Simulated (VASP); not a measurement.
# I (Im-3m) in VASP: notebook, part 2 of 2

VASP 6.6.1. Earlier steps stand in the parts before.

### 4 Single point, PBEsol

This run uses another cell than the first one, of 35.75 Å³/atom.

INCAR

```
SYSTEM = I
PREC     = Accurate       ! precision mode
ENCUT    = 500            ! plane-wave cutoff, eV
EDIFF    = 1E-6           ! SCF threshold, eV
ISMEAR   = -1             ! smearing method
SIGMA    = 0.1            ! smearing width, eV
LREAL    = .False.        ! projectors in reciprocal space
LASPH    = .True.         ! aspherical terms in the spheres
NELM     = 120            ! most SCF steps
ALGO     = Normal         ! electronic algorithm
ISIF     = 2              ! what is computed and relaxed
LWAVE    = .False.        ! write WAVECAR
LCHARG   = .True.         ! write CHGCAR
GGA      = PS             ! functional
LELF     = .True.         ! ELF
LVHAR    = .True.       
NBANDS   = 10             ! bands
GGA_COMPAT= .False.
```

KPOINTS

```
Automatic mesh
0
Gamma
  8 8 8
  0 0 0
```

POSCAR

```
I
1.0
   -2.0753519265      2.0753519265      2.0753519265
    2.0753519265     -2.0753519265      2.0753519265
    2.0753519265      2.0753519265     -2.0753519265
I
1
Direct
    0.0000000000      0.0000000000      0.0000000000
```

Potentials or basis: VASP PAW PBE potentials, release 64 (I).

Run with:

```console
$ cat potpaw_PBE.64/I/POTCAR > POTCAR
$ mpirun -np 1 vasp_std > vasp.out
```

OUTCAR:

```text
SYSTEM = I
   PREC = Accurate
   ENCUT = 500
   EDIFF = 1E-6
   ISMEAR = -1
   LREAL = .False.
   LASPH = .True.
   NELM = 120
   ISIF = 2
   GGA = PS

 ion  position               nearest neighbor table
   1  0.000  0.000  0.000-

  LATTYP: Found a body centered cubic cell.
 ALAT       =     4.1507038530

  Lattice vectors:

 A1 = (  -2.0753519265,   2.0753519265,   2.0753519265)
 A2 = (   2.0753519265,  -2.0753519265,   2.0753519265)
 A3 = (   2.0753519265,   2.0753519265,  -2.0753519265)

Analysis of symmetry for initial positions (statically):
=====================================================================
 Subroutine PRICEL returns:
 Original cell was already a primitive cell.

 Routine SETGRP: Setting up the symmetry group for a
 body centered cubic supercell.

 Subroutine GETGRP returns: Found 48 space group operations
 (whereof 48 operations were pure point group operations)
 out of a pool of 48 trial point group operations.

The static configuration has the point symmetry O_h .

Analysis of symmetry for dynamics (positions and initial velocities):
=====================================================================
 Subroutine PRICEL returns:
 Original cell was already a primitive cell.

 Routine SETGRP: Setting up the symmetry group for a
 body centered cubic supercell.

 Subroutine GETGRP returns: Found 48 space group operations
 (whereof 48 operations were pure point group operations)
 out of a pool of 48 trial point group operations.

The dynamic configuration has the point symmetry O_h .

 Subroutine INISYM returns: Found 48 space group operations
 (whereof 48 operations are pure point group operations),
 and found     1 'primitive' translations

----------------------------------------------------------------------------------------

[... 106 lines left out ...]
   EFERMI_NEDOS =   21; number of points for ismear=-14 and -15
   IALGO  =     38    algorithm
   IMIX   =      4    mixing-type and parameters
     AMIX     =   0.40;   BMIX     =  1.00
     AMIX_MAG =   1.60;   BMIX_MAG =  1.00
  volume/ion in A,a.u.               =      35.75       241.29
  Fermi-wavevector in a.u.,A,eV,Ry     =   0.950596  1.796365 12.294658  0.903632
  Thomas-Fermi vector in A             =   2.078987
   LORBIT       =      0    0 simple, 1 ext, 2 COOP (PROOUT), +10 PAW based schemes
   GGA     = PS    functional components
   LHFCALC =     F    Hartree Fock is set to
   AEXX    =    0.0000 exact exchange contribution
   IVDW    =     0    specifies the selected vdW correction
   LEPSILON=     F    determine dielectric tensor
   LRPA    =     F    only Hartree local field effects (RPA)
 non-spin polarized calculation
  energy-cutoff  :      500.00
  volume of cell :       35.75
 maximum number of plane-waves:       935
 NGX is ok and might be reduce to    28
   NGX = 13   NGY = 13   NGZ = 13

 number of electron       7.0000001 magnetization

 Free energy of the ion-electron system (eV)
  ---------------------------------------------------
  ext. energy  EPLUGINS =         0.00000000
  ---------------------------------------------------
  free energy    TOTEN  =        -1.37627981 eV

  energy without entropy =       -1.31348996  energy(sigma->0) =       -1.34488488

 E-fermi :   4.2129     XC(G=0):  -9.1800

 val. band max:        4.2081432440   @ k =  -0.2500   0.2500   0.1250
 cond. band min:       4.2497943143   @ k =   0.2500   0.2500   0.0000
 fundamental gap:      0.0416510703
 Fermi energy:         4.2128886620

 k-point     1 :       0.0000    0.0000    0.0000
  band No.  band energies     occupation
      1      -9.2026      2.00000
      2       5.0720      0.00037
      3       5.0720      0.00037
      4       5.0720      0.00037
      5      10.9814      0.00000
      6      13.9779      0.00000
      7      13.9779      0.00000
      8      13.9779      0.00000
      9      16.1854      0.00000
     10      16.1854      0.00000
[... 287 lines left out ...]
 k-point    24 :      -0.3750    0.3750    0.2500
  band No.  band energies     occupation
      1      -7.5502      2.00000
      2       0.9937      2.00000
      3       2.5829      2.00000
      4       2.9107      2.00000
      5      10.0942      0.00000
      6      12.5046      0.00000
      7      14.5188      0.00000
      8      14.9802      0.00000
      9      18.2311      0.00000
     10      18.9044      0.00000

 [... further k-points ...]
[... 5 lines left out ...]
  --------------------------------------------------------------------------------------
  -------------------------------------------------------------------------------------
  Total       -0.4437629     -0.4437629     -0.4437629      0.0000000      0.0000000      0.0000000
  in kB      -19.8850343    -19.8850343    -19.8850343      0.0000000      0.0000000      0.0000000
  external PRESSURE =     -19.8850343 kB  Pullay stress =       0.0000000 kB

 VOLUME and BASIS-vectors are now :
 -----------------------------------------------------------------------------
  energy-cutoff  :      500.00
  volume of cell :       35.75
      direct lattice vectors                 reciprocal lattice vectors
    -2.075351927  2.075351927  2.075351927     0.000000000  0.240922994  0.240922994
     2.075351927 -2.075351927  2.075351927     0.240922994  0.000000000  0.240922994
     2.075351927  2.075351927 -2.075351927     0.240922994  0.240922994  0.000000000

 POSITION                                       TOTAL-FORCE (eV/Angst)
 -----------------------------------------------------------------------------------
      0.00000      0.00000      0.00000         0.000000      0.000000      0.000000
 -----------------------------------------------------------------------------------
    total drift:                                0.000000      0.000000      0.000000

  FREE ENERGIE OF THE ION-ELECTRON SYSTEM (eV)
  ---------------------------------------------------
  free  energy   TOTEN  =        -1.3762798070 eV

  energy  without entropy=       -1.3134899588  energy(sigma->0) =       -1.34488488
```

OSZICAR:

```text
N       E                     dE             d eps       ncg     rms          rms(c)
DAV:   1     0.179428043071E+02    0.17943E+02   -0.24017E+03   580   0.480E+02
DAV:   2    -0.633753115038E+00   -0.18577E+02   -0.18065E+02   760   0.811E+01
DAV:   3    -0.137064997374E+01   -0.73690E+00   -0.72672E+00   702   0.155E+01
DAV:   4    -0.137694499620E+01   -0.62950E-02   -0.62936E-02   748   0.179E+00
DAV:   5    -0.137700788032E+01   -0.62884E-04   -0.62884E-04   694   0.162E-01    0.402E+00
DAV:   6    -0.137613803453E+01    0.86985E-03   -0.21908E-03   686   0.221E-01    0.245E+00
DAV:   7    -0.137630723174E+01   -0.16920E-03   -0.39250E-03   652   0.304E-01    0.109E-01
DAV:   8    -0.137627946155E+01    0.27770E-04   -0.21596E-04   644   0.701E-02    0.181E-02
DAV:   9    -0.137627980698E+01   -0.34543E-06   -0.36358E-06   732   0.137E-02
   1 F= -.13762798E+01 E0= -.13448849E+01  d E =-.627898E-01
```

stdout:

```text
POSCAR found type information on POSCAR I
 POSCAR found :  1 types and       1 ions
 scaLAPACK will be used
 -----------------------------------------------------------------------------
|                                                                             |
|                                                                             |
|     You enforced a specific xc type in the INCAR file but a different       |
|     I HOPE YOU KNOW WHAT YOU ARE DOING!                                     |
|                                                                             |
 -----------------------------------------------------------------------------

 LDA part: xc-table for (Slater+PW92), standard interpolation
 POSCAR, INCAR and KPOINTS ok, starting setup
 FFT: planning ... GRIDC
 FFT: planning ... GRID_SOFT
 FFT: planning ... GRID
 WAVECAR not read
 entering main loop
```

It took 13 s on 1 thread of Intel Xeon 8259CL, shared host; peak memory 0.16 GiB.

Results:

- Free energy: -1.3763 eV
- Pressure: -2.0 GPa
- Band gap on the k mesh: zero (an odd number of electrons rules out a gap without spin polarisation)

Levels at points of the mesh, in eV from the Fermi level:
```tsv
k point	band 1	band 2	band 3	band 4	band 5	band 6	band 7	band 8	band 9
(0.00, 0.00, 0.00)	-13.42	0.86	0.86	0.86	6.77	9.77	9.77	9.77	11.97
(0.50, 0.00, 0.00)	-11.96	-4.46	-0.78	0.52	5.63	7.12	12.71	13.26	13.50
(0.50, 0.50, 0.50)	-11.02	-2.59	-2.59	-2.59	4.37	4.37	16.10	16.10	16.10
```

Caveat: the PAW data sets were made with another functional, which shifts forces and pressure a little; spin-orbit coupling is left out, which moves the levels of the heavy elements; an odd number of electrons without spin polarisation forces a metal; a magnetic or distorted state may lie lower.

### 5 Single point, PBEsol

This run uses another cell than the first one, of 36.48 Å³/atom.

INCAR

```
SYSTEM = I
PREC = Accurate
ENCUT = 500
EDIFF = 1E-6
ISMEAR = -1
SIGMA = 0.1
LREAL = .FALSE.
LASPH = .TRUE.
NELM = 120
ALGO = Normal
ISIF = 2
LWAVE = .FALSE.
LCHARG = .TRUE.
GGA = PS
LELF = .TRUE.
LVHAR = .TRUE.
NBANDS = 10
GGA_COMPAT = .FALSE.
```

KPOINTS

```
Automatic mesh
0
G
  8 8 8
  0 0 0
```

POSCAR

```
I
1.0
   -2.0893750000      2.0893750000      2.0893750000
    2.0893750000     -2.0893750000      2.0893750000
    2.0893750000      2.0893750000     -2.0893750000
I
1
Direct
    0.0000000000      0.0000000000      0.0000000000
```

Potentials or basis: VASP PAW PBE potentials, release 64 (I).

Run with:

```console
$ cat potpaw_PBE.64/I/POTCAR > POTCAR
$ mpirun -np 1 vasp_std > vasp.out
```

OUTCAR:

```text
SYSTEM = I
   PREC = Accurate
   ENCUT = 500
   EDIFF = 1E-6
   ISMEAR = -1
   LREAL = .FALSE.
   LASPH = .TRUE.
   NELM = 120
   ISIF = 2
   GGA = PS

 ion  position               nearest neighbor table
   1  0.000  0.000  0.000-

  LATTYP: Found a body centered cubic cell.
 ALAT       =     4.1787500000

  Lattice vectors:

 A1 = (  -2.0893750000,   2.0893750000,   2.0893750000)
 A2 = (   2.0893750000,  -2.0893750000,   2.0893750000)
[... 482 lines left out ...]
      1      -7.7515      2.00000
      2       0.8416      2.00000
      3       2.3879      2.00000
      4       2.7036      1.99999
      5       9.9127      0.00000
      6      12.2439      0.00000
      7      14.2501      0.00000
      8      14.6967      0.00000
      9      17.9172      0.00000
     10      18.5382      0.00000

 [... further k-points ...]
[... 5 lines left out ...]
  --------------------------------------------------------------------------------------
  -------------------------------------------------------------------------------------
  Total       -0.5411909     -0.5411909     -0.5411909      0.0000000      0.0000000      0.0000000
  in kB      -23.7657696    -23.7657696    -23.7657696      0.0000000      0.0000000      0.0000000
  external PRESSURE =     -23.7657696 kB  Pullay stress =       0.0000000 kB

 VOLUME and BASIS-vectors are now :
 -----------------------------------------------------------------------------
  energy-cutoff  :      500.00
  volume of cell :       36.48
      direct lattice vectors                 reciprocal lattice vectors
    -2.089375000  2.089375000  2.089375000     0.000000000  0.239306013  0.239306013
     2.089375000 -2.089375000  2.089375000     0.239306013  0.000000000  0.239306013
     2.089375000  2.089375000 -2.089375000     0.239306013  0.239306013  0.000000000

 POSITION                                       TOTAL-FORCE (eV/Angst)
 -----------------------------------------------------------------------------------
      0.00000      0.00000      0.00000        -0.000000     -0.000000     -0.000000
 -----------------------------------------------------------------------------------
    total drift:                                0.000000      0.000000      0.000000

  FREE ENERGIE OF THE ION-ELECTRON SYSTEM (eV)
  ---------------------------------------------------
  free  energy   TOTEN  =        -1.3664331127 eV

  energy  without entropy=       -1.3023269761  energy(sigma->0) =       -1.33438004
```

stdout:

```text
POSCAR found type information on POSCAR I
 POSCAR found :  1 types and       1 ions
 scaLAPACK will be used
 -----------------------------------------------------------------------------
|                                                                             |
|                                                                             |
|     You enforced a specific xc type in the INCAR file but a different       |
|     I HOPE YOU KNOW WHAT YOU ARE DOING!                                     |
|                                                                             |
 -----------------------------------------------------------------------------

 LDA part: xc-table for (Slater+PW92), standard interpolation
 POSCAR, INCAR and KPOINTS ok, starting setup
 FFT: planning ... GRIDC
 FFT: planning ... GRID_SOFT
 FFT: planning ... GRID
 WAVECAR not read
 entering main loop
```

It took 11 s on 1 thread of Intel Xeon 8259CL, shared host; peak memory 0.16 GiB.

What came out:

```
Free energy            : -1.3664 eV
Pressure               : -2.4 GPa
Band gap on the k mesh : zero (an odd number of electrons rules out a gap without spin polarisation)
```

Caveat: the PAW data sets were made with another functional, which shifts forces and pressure a little; spin-orbit coupling is left out, which moves the levels of the heavy elements; an odd number of electrons without spin polarisation forces a metal; a magnetic or distorted state may lie lower.

### 6 Overview

| cell | gap on the mesh (eV) | pressure (GPa) |
| --- | --- | --- |
| a = 3.545 Å, angles 109.5°, 1 atom | none | -1.0 |
| a = 3.570 Å, angles 109.5°, 1 atom | none | -1.5 |
| a = 3.595 Å, angles 109.5°, 1 atom | none | -2.0 |
| a = 3.619 Å, angles 109.5°, 1 atom | none | -2.4 |

Alike in all rows: task single point; level PBEsol; potentials or basis VASP PAW PBE potentials, release 64 (I); no spin polarisation; k mesh 8 × 8 × 8; cutoff (eV) 500; smearing fermi-dirac 0.1 eV.

Caveats: the PAW data sets were made with another functional, which shifts forces and pressure a little; spin-orbit coupling is left out, which moves the levels of the heavy elements; an odd number of electrons without spin polarisation forces a metal; a magnetic or distorted state may lie lower.

Absolute energies hang on the potentials; compare differences alone.
